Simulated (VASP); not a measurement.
Wanted: the native input for a VASP 6.6.1 run.

| Property | Result |
| --- | --- |
| Task | single point |
| Functional | r2SCAN |
| Potentials or basis | VASP PAW PBE potentials, release 64 (In_d, O) |
| Cutoff | 520 eV |
| k mesh | 12 × 12 × 2 |
| Occupations | gaussian, width 0.05 eV |
| Spin | no spin polarisation |
| Dipole correction | no |
| Further INCAR settings | ALGO = Normal; EDIFF = 1e-07; NBANDS = 27 |

InO, a slab with vacuum:

```
In O
1.0
     3.72990    0.00000    0.00000
    -1.86495    3.23019    0.00000
     0.00000    0.00000   15.24202
In O
2 2
Cartesian
  1.8650 1.0767 8.9931
  1.8650 1.0767 6.2489
  0.0000 0.0000 9.7529
  0.0000 0.0000 5.4892
```

This cell differs from its parent crystal: strain +0.080 along x and y, -0.040 along z.

These files were run (other wordings do the same):

POSCAR

```
InO
1.0
    3.7299029054      0.0000000000      0.0000000000
   -1.8649514527      3.2301906697      0.0000000000
    0.0000000000      0.0000000000     15.2420160000
In O
2 2
Direct
    0.6666666667      0.3333333333      0.5900210000
    0.6666666667      0.3333333333      0.4099790000
    0.0000000000      0.0000000000      0.6398670000
    0.0000000000      0.0000000000      0.3601330000
```

INCAR.step1

```
SYSTEM = InO
PREC     = Accurate       ! precision mode
ENCUT    = 520            ! plane-wave cutoff, eV
ISMEAR   = 0              ! smearing method
SIGMA    = 0.05           ! smearing width, eV
LREAL    = .FALSE.        ! projectors in reciprocal space
LASPH    = .TRUE.         ! aspherical terms in the spheres
NELM     = 100            ! most SCF steps
NBANDS   = 27             ! bands
GGA      = PE             ! functional
ALGO     = Normal         ! electronic algorithm
EDIFF    = 1E-4           ! SCF threshold, eV
LWAVE    = .TRUE.         ! write WAVECAR
LCHARG   = .FALSE.        ! write CHGCAR
```

INCAR.step2

```
SYSTEM = InO
PREC     = Accurate       ! precision mode
ENCUT    = 520            ! plane-wave cutoff, eV
EDIFF    = 1E-7           ! SCF threshold, eV
ISMEAR   = 0              ! smearing method
SIGMA    = 0.05           ! smearing width, eV
LREAL    = .FALSE.        ! projectors in reciprocal space
LASPH    = .TRUE.         ! aspherical terms in the spheres
NELM     = 100            ! most SCF steps
ALGO     = Normal         ! electronic algorithm
ISIF     = 2              ! what is computed and relaxed
LWAVE    = .FALSE.        ! write WAVECAR
LCHARG   = .FALSE.        ! write CHGCAR
METAGGA  = R2SCAN         ! meta-GGA
LMIXTAU  = .TRUE.       
NBANDS   = 27             ! bands
ISTART   = 1
```

KPOINTS

```
Automatic mesh
0
G
  12 12 2
  0 0 0
```

Potentials or basis: VASP PAW PBE potentials, release 64 (In_d, O).

Run with:

```bash
$ cat potpaw_PBE.64/In_d/POTCAR potpaw_PBE.64/O/POTCAR > POTCAR
$ cp INCAR.step1 INCAR
$ mpirun -np 1 vasp_std > vasp.out
$ cp INCAR.step2 INCAR
$ mpirun -np 1 vasp_std > vasp.out
```

Results of the run:

| Quantity | Value |
| --- | --- |
| Largest force | 1.496 eV/Å |
| Band gap on the k mesh | 0.47 eV (least direct gap 0.88 eV) |

Caveat: the cell differs from its parent crystal (strain +0.080 along x and y, -0.040 along z); there is no dipole correction, which matters where the two faces differ; the PAW data sets were made with another functional, which shifts forces and pressure a little; spin-orbit coupling is left out, which moves the levels of the heavy elements.

It took 9.7 min on 1 thread of Intel(R) Xeon(R) 6975P-C (Granite Rapids), on a shared host, peak memory 0.42 GiB.
